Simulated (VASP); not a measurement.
# CdS in VASP: notebook

The runs below take CdS through single point, with LDA.

All numbers are computed with VASP 6.6.1; they aren't measurements. Logs are shortened: lines on timing, memory, paths and dates and some standing lists are left out, and cuts for length are marked.

### Step 1. The cell of the first run

The typed cell holds 4 atoms: a = 3.776 Å, b = 5.341 Å, c = 3.776 Å, α = 90.00°, β = 90.00°, γ = 90.00°.

### Step 2. Single point, LDA

INCAR

```
PREC = Accurate ; ENCUT = 500
EDIFF = 1E-6 ; ISMEAR = 0
SIGMA = 0.1 ; LREAL = False
LASPH = True ; NELM = 120
ALGO = Normal ; ISIF = 2
LWAVE = False ; LCHARG = False
NBANDS = 26 ; GGA_COMPAT = False
```

KPOINTS

```
Automatic mesh
0
Gamma
  12 8 12
```

POSCAR

```
CdS
1.0
    3.7757491637      0.0000000000      0.0000000000
    0.0000000000      5.3409249213      0.0000000000
    0.0000000000      0.0000000000      3.7757481901
Cd S
2 2
Direct
    0.5000000000      0.5000000000      0.2500013829
    0.0000000000      0.0000000000      0.7499986171
    0.5000000000      0.0000000000      0.2499794839
    0.0000000000      0.5000000000      0.7500205161
```

Potentials or basis: VASP PAW LDA potentials, release 64 (Cd, S).

The run is started by

```console
> cat potpaw_LDA.64/Cd/POTCAR potpaw_LDA.64/S/POTCAR > POTCAR
> mpirun -np 1 vasp_std > vasp.out
```

OUTCAR:

```text
PREC = Accurate
   ENCUT = 500
   EDIFF = 1E-6
   ISMEAR = 0
   LREAL = False
   LASPH = True
   NELM = 120
   ISIF = 2

 ion  position               nearest neighbor table
   1  0.500  0.500  0.250-   4 2.67   4 2.67   4 2.67   4 2.67   3 2.67   3 2.67   2 3.78   2 3.78
                             2 3.78   2 3.78   2 3.78   2 3.78   2 3.78   2 3.78
   2  0.000  0.000  0.750-   3 2.67   3 2.67   3 2.67   3 2.67   4 2.67   4 2.67   1 3.78   1 3.78
                             1 3.78   1 3.78   1 3.78   1 3.78   1 3.78   1 3.78
   3  0.500  0.000  0.250-   2 2.67   2 2.67   2 2.67   2 2.67   1 2.67   1 2.67
   4  0.000  0.500  0.750-   1 2.67   1 2.67   1 2.67   1 2.67   2 2.67   2 2.67

  LATTYP: Found a simple tetragonal cell.
 ALAT       =     3.7757491637
 C/A-ratio  =     1.4145338288

  Lattice vectors:

 A1 = (  -3.7757491637,   0.0000000000,   0.0000000000)
 A2 = (   0.0000000000,   0.0000000000,   3.7757481901)
 A3 = (   0.0000000000,   5.3409249213,   0.0000000000)

Analysis of symmetry for initial positions (statically):
=====================================================================
 Subroutine PRICEL returns:
 Original cell was already a primitive cell.

 Routine SETGRP: Setting up the symmetry group for a
 simple tetragonal supercell.

 Subroutine GETGRP returns: Found  8 space group operations
 (whereof  4 operations were pure point group operations)
 out of a pool of 16 trial point group operations.

The static configuration has the point symmetry C_2v.
 The point group associated with its full space group is D_2h.

Analysis of symmetry for dynamics (positions and initial velocities):
=====================================================================
 Subroutine PRICEL returns:
 Original cell was already a primitive cell.

 Routine SETGRP: Setting up the symmetry group for a
 simple tetragonal supercell.

 Subroutine GETGRP returns: Found  8 space group operations
 (whereof  4 operations were pure point group operations)
 out of a pool of 16 trial point group operations.

The dynamic configuration has the point symmetry C_2v.
 The point group associated with its full space group is D_2h.

 Subroutine INISYM returns: Found  8 space group operations
 (whereof  4 operations are pure point group operations),
 and found     1 'primitive' translations

[... 85 lines left out ...]
   ions per type =               2   2
   NGX,Y,Z   is equivalent  to a cutoff of  12.33, 12.45, 12.33 a.u.
   NGXF,Y,Z  is equivalent  to a cutoff of  24.66, 24.90, 24.66 a.u.
 SYSTEM =  unknown system
   PREC   = accura    normal or accurate (medium, high low for compatibility)
   ISTART =      0    job   : 0-new  1-cont  2-samecut
   ICHARG =      2    charge: 1-file 2-atom 10-const
   ISPIN  =      1    spin polarized calculation?
   LNONCOLLINEAR =      F non collinear calculations
   LSORBIT =      F    spin-orbit coupling
   LASPH  =      T    aspherical Exc in radial PAW
   ENCUT  =  500.0 eV  36.75 Ry    6.06 a.u.   6.88  9.74  6.88*2*pi/ulx,y,z
   NELM   =    120;   NELMIN=  2; NELMDL= -5     # of ELM steps
   EDIFF  = 0.1E-05   stopping-criterion for ELM
   LREAL  =      F    real-space projection
[... 7 lines left out ...]
   TEBEG  =    0.0;   TEEND  =   0.0 temperature during run
   PSTRESS=    0.0 pullay stress
   NELECT =      36.0000    total number of electrons
   NUPDOWN=      -1.0000    fix difference up-down
   EMIN   =  10.00;   EMAX   =-10.00  energy-range for DOS
   EFERMI =   0.00;   METHOD = LEGACY
   ISMEAR =     0;   SIGMA  =   0.10  broadening in eV -4-tet -1-fermi 0-gaus
   EFERMI_NEDOS =   21; number of points for ismear=-14 and -15
   IALGO  =     38    algorithm
   IMIX   =      4    mixing-type and parameters
     AMIX     =   0.40;   BMIX     =  1.00
     AMIX_MAG =   1.60;   BMIX_MAG =  1.00
  volume/ion in A,a.u.               =      19.04       128.46
  Fermi-wavevector in a.u.,A,eV,Ry     =   1.275366  2.410092 22.130666  1.626558
  Thomas-Fermi vector in A             =   2.408082
   LORBIT       =      0    0 simple, 1 ext, 2 COOP (PROOUT), +10 PAW based schemes
   GGA     = CA    functional components
   LHFCALC =     F    Hartree Fock is set to
   AEXX    =    0.0000 exact exchange contribution
   IVDW    =     0    specifies the selected vdW correction
   LEPSILON=     F    determine dielectric tensor
   LRPA    =     F    only Hartree local field effects (RPA)
 non-spin polarized calculation
 Gauss-broadening in eV      SIGMA  =   0.10
  energy-cutoff  :      500.00
  volume of cell :       76.14
 maximum number of plane-waves:      1964
 NGX is ok and might be reduce to    28
   NGX = 13   NGY = 19   NGZ = 13

 number of electron      35.9999981 magnetization

 Free energy of the ion-electron system (eV)
  ---------------------------------------------------
  ext. energy  EPLUGINS =         0.00000000
  ---------------------------------------------------
  free energy    TOTEN  =       -14.53181263 eV

  energy without entropy =      -14.53085858  energy(sigma->0) =      -14.53133560

 E-fermi :   3.6308     XC(G=0): -11.1084

 val. band max:        3.5293737790   @ k =   0.5000   0.5000   0.0000
 cond. band min:       3.7142094533   @ k =   0.0000   0.1250   0.0000
 fundamental gap:      0.1848356743
 Fermi energy:         3.6307746008

 k-point     1 :       0.0000    0.0000    0.0000
  band No.  band energies     occupation
      1      -9.8181      2.00000
      2      -8.7575      2.00000
      3      -4.5327      2.00000
      4      -4.3305      2.00000
      5      -4.3302      2.00000
      6      -4.3256      2.00000
[... 685 lines left out ...]
     25      10.7636      0.00000
     26      11.4124      0.00000

 [... further k-points ...]
[... 5 lines left out ...]
  --------------------------------------------------------------------------------------
  -------------------------------------------------------------------------------------
  Total        0.3270998      0.3216084      0.3271102      0.0000000      0.0000000      0.0000000
  in kB        6.8828490      6.7672993      6.8830686      0.0000000      0.0000000      0.0000000
  external PRESSURE =       6.8444056 kB  Pullay stress =       0.0000000 kB

 VOLUME and BASIS-vectors are now :
 -----------------------------------------------------------------------------
  energy-cutoff  :      500.00
  volume of cell :       76.14
      direct lattice vectors                 reciprocal lattice vectors
     3.775749164  0.000000000  0.000000000     0.264848102  0.000000000  0.000000000
     0.000000000  5.340924921  0.000000000     0.000000000  0.187233488  0.000000000
     0.000000000  0.000000000  3.775748190     0.000000000  0.000000000  0.264848170

 POSITION                                       TOTAL-FORCE (eV/Angst)
 -----------------------------------------------------------------------------------
      1.88787      2.67046      0.94394         0.000000      0.000000      0.000212
      0.00000      0.00000      2.83181         0.000000      0.000000     -0.000212
      1.88787      0.00000      0.94386         0.000000      0.000000      0.000359
      0.00000      2.67046      2.83189         0.000000      0.000000     -0.000359
 -----------------------------------------------------------------------------------
    total drift:                                0.000000      0.000000      0.000000

  FREE ENERGIE OF THE ION-ELECTRON SYSTEM (eV)
  ---------------------------------------------------
  free  energy   TOTEN  =       -14.5318126260 eV

  energy  without entropy=      -14.5308585817  energy(sigma->0) =      -14.53133560
```

OSZICAR:

```text
N       E                     dE             d eps       ncg     rms          rms(c)
DAV:   1     0.252672103534E+03    0.25267E+03   -0.17646E+04 12740   0.129E+03
DAV:   2    -0.245097933756E+01   -0.25512E+03   -0.24483E+03 13726   0.333E+02
DAV:   3    -0.154929225098E+02   -0.13042E+02   -0.12946E+02 15458   0.771E+01
DAV:   4    -0.156072321494E+02   -0.11431E+00   -0.11419E+00 14232   0.684E+00
DAV:   5    -0.156084633498E+02   -0.12312E-02   -0.12311E-02 14988   0.745E-01    0.125E+01
DAV:   6    -0.145891034829E+02    0.10194E+01   -0.17660E+00 16326   0.151E+01    0.100E+01
DAV:   7    -0.145436337566E+02    0.45470E-01   -0.59571E-01 13642   0.445E+00    0.439E+00
DAV:   8    -0.145336264557E+02    0.10007E-01   -0.84050E-02 13574   0.301E+00    0.532E-01
DAV:   9    -0.145320337499E+02    0.15927E-02   -0.13213E-02 14196   0.148E+00    0.110E-01
DAV:  10    -0.145317996322E+02    0.23412E-03   -0.10014E-03 14148   0.351E-01    0.564E-02
DAV:  11    -0.145318112578E+02   -0.11626E-04   -0.13101E-04 13882   0.713E-02    0.709E-02
DAV:  12    -0.145318101731E+02    0.10847E-05   -0.99426E-06 13364   0.161E-02    0.381E-02
DAV:  13    -0.145318126789E+02   -0.25058E-05   -0.31790E-06 11508   0.153E-02    0.302E-02
DAV:  14    -0.145318126260E+02    0.52871E-07   -0.11707E-07  6678   0.345E-03
   1 F= -.14531813E+02 E0= -.14531336E+02  d E =-.954044E-03
```

It took 6.8 min on 1 thread of Oxide Virtual Turin-like, shared host; peak memory 0.41 GiB.

Results:

```
Free energy            : -14.5318 eV
Pressure               : 0.7 GPa
Band gap on the k mesh : zero (bands 18 and 19 overlap by 0.02 eV)
```

Levels at points of the mesh, in eV from the Fermi level:
```tsv
k point	band 16	band 17	band 18	band 19	band 20	band 21
(0.00, 0.00, 0.00)	-1.03	-1.03	-1.03	-0.12	0.92	5.71
(0.50, 0.00, 0.00)	-2.76	-0.28	-0.28	4.16	4.16	5.58
(0.00, 0.00, 0.50)	-2.76	-0.28	-0.28	4.16	4.16	5.58
(0.00, 0.50, 0.00)	-1.76	-1.76	-1.76	2.96	2.96	6.54
(0.50, 0.50, 0.00)	-0.10	-0.10	-0.10	3.13	3.13	5.55
(0.00, 0.50, 0.50)	-0.10	-0.10	-0.10	3.13	3.13	5.55
(0.50, 0.00, 0.50)	-2.61	-2.60	-2.60	-0.12	-0.12	5.71
(0.50, 0.50, 0.50)	-3.77	-3.36	-3.36	3.40	3.40	6.55
```

Caveat: semilocal functionals underestimate gaps, and a narrow one can read as zero.

### Step 3. Single point, LDA

INCAR

```
SYSTEM = CdS
PREC = Accurate
ENCUT = 500
EDIFF = 1E-6
ISMEAR = 0
SIGMA = 0.1
LREAL = .FALSE.
LASPH = .TRUE.
NELM = 120
ALGO = Normal
ISIF = 2
LWAVE = .FALSE.
LCHARG = .TRUE.
LELF = .TRUE.
LVHAR = .TRUE.
NBANDS = 26
GGA_COMPAT = .FALSE.
```

KPOINTS

```
regular mesh
0
G
  12 8 12
  0 0 0
```

POSCAR is that of step 2.

Potentials or basis: VASP PAW LDA potentials, release 64 (Cd, S).

The run is started by

```console
> cat potpaw_LDA.64/Cd/POTCAR potpaw_LDA.64/S/POTCAR > POTCAR
> mpirun -np 1 vasp_std > vasp.out
```

Run time: 5.5 min. Hardware: 1 thread of Oxide Virtual Turin-like, shared host; peak memory 0.41 GiB.

It converged, with:

| Property | Result |
| --- | --- |
| Free energy | -14.5318 eV |
| Pressure | 0.7 GPa |
| Band gap on the k mesh | zero (bands 18 and 19 overlap by 0.02 eV) |

Levels at points of the mesh, in eV from the Fermi level:
| k point | band 16 | band 17 | band 18 | band 19 | band 20 | band 21 |
| --- | --- | --- | --- | --- | --- | --- |
| (0.00, 0.00, 0.00) | -1.03 | -1.03 | -1.03 | -0.12 | 0.92 | 5.71 |
| (0.50, 0.00, 0.00) | -2.76 | -0.28 | -0.28 | 4.16 | 4.16 | 5.58 |
| (0.00, 0.00, 0.50) | -2.76 | -0.28 | -0.28 | 4.16 | 4.16 | 5.58 |
| (0.00, 0.50, 0.00) | -1.76 | -1.76 | -1.76 | 2.96 | 2.96 | 6.54 |
| (0.50, 0.50, 0.00) | -0.10 | -0.10 | -0.10 | 3.13 | 3.13 | 5.55 |
| (0.00, 0.50, 0.50) | -0.10 | -0.10 | -0.10 | 3.13 | 3.13 | 5.55 |
| (0.50, 0.00, 0.50) | -2.61 | -2.60 | -2.60 | -0.12 | -0.12 | 5.71 |
| (0.50, 0.50, 0.50) | -3.77 | -3.36 | -3.36 | 3.40 | 3.40 | 6.55 |

Caveat: semilocal functionals underestimate gaps, and a narrow one can read as zero.

The gap in the log of VASP goes by the Fermi energy; the results here count the filled bands.